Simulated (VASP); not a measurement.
Write the native input for VASP 6.6.1 that does the following.

| Item | Value |
| --- | --- |
| Task | relaxation of cell and atoms |
| Functional | PBE |
| Potentials or basis | VASP PAW PBE potentials, release 64 (Mg, B, P, S) |
| Cutoff | 600 eV |
| k mesh | 8 × 8 × 8 |
| Occupations | gaussian, width 0.1 eV |
| Spin | no spin polarisation |
| Dipole correction | no |
| Further INCAR settings | ALGO = Normal; EDIFF = 1e-06; IBRION = 2; EDIFFG = -0.01; NSW = 100; ISIF = 3 |

The structure of MgBPS4 lies in POSCAR:

```
MgBPS4
1.0
    0.0000000000      4.6551282510      4.6551282510
    4.6551282510      0.0000000000      4.6551282510
    4.6551282510      4.6551282510      0.0000000000
Mg B P S
1 1 1 4
Direct
    0.2500000000      0.2500000000      0.2500000000
    0.7500000000      0.7500000000      0.7500000000
    0.5000000000      0.5000000000      0.5000000000
    0.1087396579      0.6304201140      0.6304201140
    0.6304201140      0.1087396579      0.6304201140
    0.6304201140      0.6304201140      0.1087396579
    0.6304201140      0.6304201140      0.6304201140
```

The cell was generated, and may not be a known phase.

One way to write it, as run:

INCAR

```
  ALGO = Normal
  EDIFF = 1E-6
  EDIFFG = -0.01
  ENCUT = 600
  GGA = PE
  IBRION = 2
  ISIF = 3
  ISMEAR = 0
  LASPH = True
  LCHARG = False
  LREAL = False
  LWAVE = False
  NELM = 100
  NSW = 100
  PREC = Accurate
  SIGMA = 0.1
```

KPOINTS

```
k-points
0
Gamma
  8 8 8
```

Potentials or basis: VASP PAW PBE potentials, release 64 (Mg, B, P, S).

Launch:

```sh
$ cat potpaw_PBE.64/Mg/POTCAR potpaw_PBE.64/B/POTCAR potpaw_PBE.64/P/POTCAR potpaw_PBE.64/S/POTCAR > POTCAR
$ mpirun -np 1 vasp_std > vasp.out
```

It gave:

```yaml
Relaxed_volume: 28.81 Å³/atom
Relaxed_cell: a = 6.582 Å, b = 6.582 Å, c = 6.582 Å, α = 60.00°, β = 60.00°, γ = 60.00°
Space_group_after_relaxing_to_0.1_Å: F-43m (No. 216)
Energy_gained_by_relaxing: 0.1 meV/atom
Ionic_steps: 2
Pressure_after_relaxing: 0.0 GPa
Largest_force_after_relaxing: 0.010 eV/Å
Band_gap_on_the_k_mesh: zero (bands 17 and 18 overlap by 0.33 eV)
```

Caveat: semilocal functionals underestimate gaps, and a narrow one can read as zero.

Wall time 2.7 min on 1 thread of AMD EPYC 9R45 96-Core Processor (Zen 5), on a shared host, peak memory 0.49 GiB.
